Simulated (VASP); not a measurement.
# Si62P (a cell with a defect) in VASP: single point with LDA

Aim: the single point of Si62P (a cell with a defect) with LDA.

All numbers are computed with VASP 6.6.1; they aren't measurements. Logs are shortened: lines on timing, memory, paths and dates and some standing lists are left out, and cuts for length are marked.

## (1) The cell of the first run

The cell holds a defect, 63 atoms: a = 10.860 Å, b = 10.860 Å, c = 10.860 Å, α = 90.00°, β = 90.00°, γ = 90.00°.

## (2) Single point, LDA, collinear spin, zero start

The input, INCAR:

```
PREC = Accurate
ENCUT = 520
EDIFF = 1E-7
ISMEAR = 0
SIGMA = 0.05
LREAL = Auto
LASPH = T
NELM = 150
ALGO = Normal
ISIF = 2
LWAVE = F
LCHARG = F
ISPIN = 2
MAGMOM = 0 0 0 0 0 0 0 0 0 0 0 0 0 0 0 0 0 0 0 0 0 0 0 0 0 0 0 0 0 0 0 0 0 0 0 0 0 0 0 0 0 0 0 0 0 0 0 0 0 0 0 0 0 0 0 0 0 0 0 0 0 0 0
LORBIT = 11
NELECT = 251.0
NBANDS = 168
```

The input, KPOINTS:

```
regular mesh
0
Gamma
  1 1 1
```

The input, POSCAR:

```
Si62P
1.0
   10.8600000000      0.0000000000      0.0000000000
    0.0000000000     10.8600000000      0.0000000000
    0.0000000000      0.0000000000     10.8600000000
Si P
62 1
Direct
    0.4980001842     -0.0013844383      0.0006371087
    0.6374405157      0.1225917127      0.1098011971
    0.8741614180      0.3696916206      0.1199043278
    0.7503770718      0.0000820442      0.2486204420
    0.8741758748      0.1244127072      0.3754271639
   -0.0033425414      0.0036816759      0.0012326888
    0.1228620626      0.1270602210      0.1242060773
    0.2504128913      0.2501734807      0.0007433702
    0.3782744015      0.3736425414      0.1238886740
    0.5075790055      0.4927568140     -0.0010418969
    0.6250930939      0.6236958564      0.1247656538
    0.7486416206      0.7499759669      0.0001691529
    0.8742391344      0.8755670350      0.1236939227
    0.2478995396     -0.0006231123      0.2508023020
    0.3791804788      0.1261974217      0.3703497238
    0.5092781768      0.2482284530      0.2408807551
    0.6255045120      0.3740158379      0.3730851750
    0.7502734807      0.4989512891      0.2488802947
    0.8751558011      0.6274590239      0.3774914365
    0.4989234807     -0.0018931860      0.4994980663
    0.6229112339      0.1264076427      0.6258974217
    0.7485960405      0.2496128913      0.5001441989
    0.8741051565      0.3731195212      0.6257991713
    0.7447452118      0.0116646409      0.7626559853
   -0.0026182320      0.4991367403     -0.0002856354
    0.1248268877      0.6237091160      0.1259384899
    0.2494094843      0.7493000000      0.0007542357
    0.3732259669      0.8744434622      0.1272998158
   -0.0026421731      0.2500053407      0.2497623389
    0.1249258748      0.3761857274      0.3742006446
    0.2518326888      0.4986528545      0.2489622468
    0.3744796501      0.6247383978      0.3752188766
    0.4994176796      0.7487012891      0.2500733886
    0.6244167587      0.8749467772      0.3747587477
   -0.0024225599      0.0016083794      0.5031750460
    0.1248689687      0.1259325967      0.6260172192
    0.2517352670      0.2509638122      0.4977069982
    0.3741683241      0.3770113260      0.6249107735
    0.4999880295      0.4991830571      0.4985719153
    0.6248982505      0.6233767956      0.6254381215
    0.7496744936      0.7545171271      0.5052076427
    0.8720558011      0.8851673112      0.6353015654
    0.2490531308      0.0005440147      0.7508439227
    0.3747996317      0.1245244015      0.8750617864
    0.4986781768      0.2506345304      0.7503864641
    0.6367095764      0.3605263352      0.8753310313
    0.7507332413      0.4974905157      0.7517114180
    0.8743854512      0.6255086556      0.8747758748
    0.0019071823      0.7504998158      0.2505534070
    0.1230558932      0.8763773481      0.3775548803
    0.0016061694      0.5004847145      0.5010523941
    0.1228966851      0.6275834254      0.6268460405
    0.2487742173      0.7498809392      0.5002388582
    0.3734718232      0.8749197053      0.6252276243
    0.0016824125      0.2522741252      0.7493651013
    0.1237141805      0.3739080110      0.8770919890
    0.2481939227      0.5007261510      0.7493036832
    0.3775108656      0.6219429098      0.8761366483
    0.4988674954      0.7485991713      0.7476982505
    0.6225011050      0.8746313076      0.8763498158
   -0.0024558932      0.7534973297      0.7520418969
    0.1220474217      0.8788406998      0.8765393186
    0.7783171271      0.2024434622     -0.0431486188
```

Potentials or basis: VASP PAW LDA potentials, release 64 (Si, P).

The run is started by

```
cat potpaw_LDA.64/Si/POTCAR potpaw_LDA.64/P/POTCAR > POTCAR
mpirun -np 1 vasp_gam > vasp.out
```

OUTCAR:

```text
PREC = Accurate
   ENCUT = 520
   EDIFF = 1E-7
   ISMEAR = 0
   LREAL = Auto
   LASPH = T
   NELM = 150
   ISIF = 2
   ISPIN = 2
   LORBIT = 11
   NELECT = 251.0

 ion  position               nearest neighbor table
   1  0.498  0.999  0.001-  60 2.34   2 2.35  44 2.35  28 2.36
   2  0.637  0.123  0.110-   1 2.35   4 2.36  16 2.41  63 2.42
   3  0.874  0.370  0.120-  29 2.34  25 2.34  18 2.40  63 2.74
   4  0.750  0.000  0.249-  13 2.34   5 2.35   2 2.36  34 2.37
   5  0.874  0.124  0.375-  35 2.35  29 2.35   4 2.35  22 2.35
   6  0.997  0.004  0.001-   7 2.34  13 2.34  62 2.35
   7  0.123  0.127  0.124-   6 2.34  29 2.35   8 2.35  14 2.38
   8  0.250  0.250  0.001-  56 2.35   7 2.35   9 2.35  44 2.36
   9  0.378  0.374  0.124-  10 2.34  16 2.34   8 2.35  31 2.36
  10  0.508  0.493  0.999-   9 2.34  11 2.35  58 2.40  46 2.41
  11  0.625  0.624  0.125-  18 2.35  12 2.35  10 2.35  33 2.36
  12  0.749  0.750  0.000-  11 2.35  60 2.35  13 2.35  48 2.36
[... 40 lines left out ...]
  53  0.249  0.750  0.500-  54 2.35  52 2.35  50 2.35  32 2.36
  54  0.373  0.875  0.625-  59 2.35  20 2.35  53 2.35  43 2.36
  55  0.002  0.252  0.749-  56 2.33  23 2.33  36 2.34
  56  0.124  0.374  0.877-  55 2.33   8 2.35  25 2.35  57 2.38
  57  0.248  0.501  0.749-  38 2.35  52 2.35  58 2.37  56 2.38
  58  0.378  0.622  0.876-  59 2.36  57 2.37  27 2.38  10 2.40
  59  0.499  0.749  0.748-  40 2.34  54 2.35  58 2.36  60 2.37
  60  0.623  0.875  0.876-   1 2.34  24 2.35  12 2.35  59 2.37
  61  0.998  0.753  0.752-  48 2.34  62 2.35  42 2.35  52 2.36
  62  0.122  0.879  0.877-  61 2.35  43 2.35   6 2.35  27 2.39
  63  0.778  0.202  0.957-   2 2.42  46 2.47   3 2.74  24 2.98

  LATTYP: Found a simple cubic cell.
 ALAT       =    10.8600000000

  Lattice vectors:

 A1 = (  10.8600000000,   0.0000000000,   0.0000000000)
 A2 = (   0.0000000000,  10.8600000000,   0.0000000000)
 A3 = (   0.0000000000,   0.0000000000,  10.8600000000)

Analysis of symmetry for initial positions (statically):
=====================================================================
 Subroutine PRICEL returns:
 Original cell was already a primitive cell.

 Routine SETGRP: Setting up the symmetry group for a
 simple cubic supercell.

 Subroutine GETGRP returns: Found  1 space group operations
 (whereof  1 operations were pure point group operations)
 out of a pool of 48 trial point group operations.

The static configuration has the point symmetry C_1 .

Analysis of symmetry for dynamics (positions and initial velocities):
=====================================================================
 Subroutine PRICEL returns:
 Original cell was already a primitive cell.

[... 264 lines left out ...]
  ext. energy  EPLUGINS =         0.00000000
  ---------------------------------------------------
  free energy    TOTEN  =      -377.26380729 eV

  energy without entropy =     -377.23559781  energy(sigma->0) =     -377.24970255

 E-fermi :   5.7813     XC(G=0):  -9.5217

 val. band max:        5.7813056767   @ k =   0.0000   0.0000   0.0000
 cond. band min:       5.7813061546   @ k =   0.0000   0.0000   0.0000
 fundamental gap:      0.0000004779
 Fermi energy:         5.7813059157

 spin component 1

 k-point     1 :       0.0000    0.0000    0.0000
  band No.  band energies     occupation
      1      -6.2826      1.00000
      2      -5.4890      1.00000
      3      -5.2038      1.00000
      4      -5.1931      1.00000
      5      -5.1682      1.00000
      6      -5.1670      1.00000
[... 129 lines left out ...]
    136       6.7270      0.00000
    137       6.7541      0.00000
 Fermi energy:         5.7813059157

 spin component 2

 k-point     1 :       0.0000    0.0000    0.0000
  band No.  band energies     occupation
      1      -6.2826      1.00000
      2      -5.4890      1.00000
      3      -5.2038      1.00000
      4      -5.1931      1.00000
      5      -5.1682      1.00000
      6      -5.1670      1.00000
[... 129 lines left out ...]
    136       6.7270      0.00000
    137       6.7541      0.00000
 [bands above 137 left out]

------------------------ aborting loop because EDIFF is reached ----------------------------------------

  FORCE on cell =-STRESS in cart. coord.  units (eV):
  Direction    XX          YY          ZZ          XY          YZ          ZX
  --------------------------------------------------------------------------------------
  -------------------------------------------------------------------------------------
  Total      -33.5179316    -35.7675871    -35.4755157      0.6745601     -1.6785219     -0.2343486
  in kB      -41.9274371    -44.7415216    -44.3761707      0.8438043     -2.0996558     -0.2931456
  external PRESSURE =     -43.6817098 kB  Pullay stress =       0.0000000 kB

 VOLUME and BASIS-vectors are now :
 -----------------------------------------------------------------------------
  energy-cutoff  :      520.00
  volume of cell :     1280.82
      direct lattice vectors                 reciprocal lattice vectors
    10.860000000  0.000000000  0.000000000     0.092081031  0.000000000  0.000000000
     0.000000000 10.860000000  0.000000000     0.000000000  0.092081031  0.000000000
     0.000000000  0.000000000 10.860000000     0.000000000  0.000000000  0.092081031

 POSITION                                       TOTAL-FORCE (eV/Angst)
 -----------------------------------------------------------------------------------
      5.40828     10.84497      0.00692        -0.008756      0.020831      0.019751
      6.92260      1.33135      1.19244        -0.063746      0.049856      0.052364
      9.49339      4.01485      1.30216        -0.105369     -0.260611     -0.243730
      8.14909      0.00089      2.70002        -0.005929      0.019996     -0.006690
      9.49355      1.35112      4.07714         0.006268      0.003725     -0.006244
     10.82370      0.03998      0.01339         0.176548     -0.148513      0.005138
[... 55 lines left out ...]
      1.32543      9.54421      9.51922         0.065424     -0.062879     -0.024585
      8.45252      2.19854     10.39141        -0.498269      0.959769      0.773843
 -----------------------------------------------------------------------------------
    total drift:                               -0.002698     -0.004251      0.009960

  FREE ENERGIE OF THE ION-ELECTRON SYSTEM (eV)
  ---------------------------------------------------
  free  energy   TOTEN  =      -377.2638072899 eV

  energy  without entropy=     -377.2355978108  energy(sigma->0) =     -377.24970255

 total charge

# of ion       s       p       d       tot
------------------------------------------
    1        0.747   0.959   0.000   1.706
    2        0.750   0.895   0.000   1.646
    3        0.766   0.865   0.000   1.631
    4        0.746   0.955   0.000   1.701
    5        0.744   0.961   0.000   1.705
    6        0.784   0.858   0.000   1.642
[... 55 lines left out ...]
   62        0.747   0.945   0.000   1.691
   63        1.128   1.261   0.000   2.389
--------------------------------------------------
tot         47.618  59.541   0.000 107.160

 magnetization (x)

# of ion       s       p       d       tot
------------------------------------------
    1       -0.000  -0.000   0.000  -0.000
    2        0.000   0.000   0.000   0.000
    3        0.000   0.000   0.000   0.000
    4        0.000   0.000   0.000   0.000
    5       -0.000   0.000   0.000  -0.000
    6        0.000   0.000   0.000   0.000
[... 55 lines left out ...]
   62       -0.000  -0.000   0.000  -0.000
   63        0.000   0.000   0.000   0.000
--------------------------------------------------
tot         -0.000   0.000   0.000  -0.000
```

It took 9.6 min on 1 thread of Intel Xeon Platinum 8488C (Sapphire Rapids), shared host; peak memory 0.92 GiB.

Results:

| Item | Value |
| --- | --- |
| Free energy | -377.2638 eV |
| Largest force | 1.330 eV/Å |
| Net moment | 0.00 μB per cell |
| Valence electrons inside the program's atomic spheres | Si 1.71, 1.65, 1.63, 1.70, 1.64, 1.68, 1.69 (each value once); P 2.39 |

Forces in eV/Å, atoms in the order of the input:
```
Si  -0.009  0.021  0.020
Si  -0.064  0.050  0.052
Si  -0.105 -0.261 -0.244
Si  -0.006  0.020 -0.007
Si   0.006  0.004 -0.006
Si   0.177 -0.149  0.005
Si   0.018  0.001  0.005
Si   0.007 -0.009 -0.005
Si  -0.003  0.003  0.001
Si  -0.013  0.008  0.028
Si   0.000 -0.014  0.007
Si   0.008 -0.023 -0.002
Si  -0.003  0.006 -0.029
Si   0.017 -0.019  0.000
Si   0.011  0.000  0.006
Si  -0.045  0.026  0.044
Si   0.001  0.008 -0.006
Si  -0.020 -0.064 -0.059
Si   0.011 -0.047 -0.051
Si   0.011 -0.016 -0.006
Si   0.029  0.014  0.014
Si   0.008 -0.005 -0.016
Si  -0.001 -0.014 -0.003
Si   0.056 -0.152 -0.166
Si  -0.016 -0.025  0.018
Si  -0.014 -0.008 -0.015
Si   0.018 -0.041  0.010
Si  -0.001  0.000 -0.028
Si  -0.012  0.017 -0.014
Si  -0.011 -0.014 -0.009
Si  -0.004  0.003  0.000
Si   0.004  0.007  0.003
Si  -0.001  0.001  0.002
Si   0.036  0.010 -0.005
Si  -0.003 -0.003 -0.006
Si   0.047 -0.026 -0.045
Si   0.006  0.008 -0.027
Si  -0.001 -0.025  0.001
Si  -0.001  0.004  0.004
Si   0.031 -0.007  0.013
Si  -0.025 -0.056 -0.051
Si   0.018 -0.064 -0.065
Si   0.008 -0.007 -0.006
Si   0.002  0.005 -0.006
Si  -0.013  0.022  0.009
Si   0.006 -0.044  0.039
Si  -0.009 -0.015  0.017
Si   0.005 -0.011  0.003
Si   0.003 -0.005 -0.015
Si   0.009 -0.002 -0.008
Si   0.006 -0.013 -0.008
Si   0.010 -0.004 -0.004
Si   0.004 -0.011 -0.009
Si   0.008 -0.005 -0.008
Si   0.118  0.011 -0.105
Si   0.017  0.008 -0.001
Si   0.017 -0.002 -0.018
Si   0.030 -0.006  0.002
Si   0.014 -0.002 -0.015
Si   0.043  0.024  0.015
Si  -0.004 -0.009 -0.001
Si   0.065 -0.063 -0.025
P   -0.498  0.960  0.774
```

Caveat: the k points lie up to 0.58 Å⁻¹ apart; the cell carries a net charge on a neutralising background, which shifts energy and pressure; the cell is charged against a uniform background, so pressure and absolute levels hang on convention.
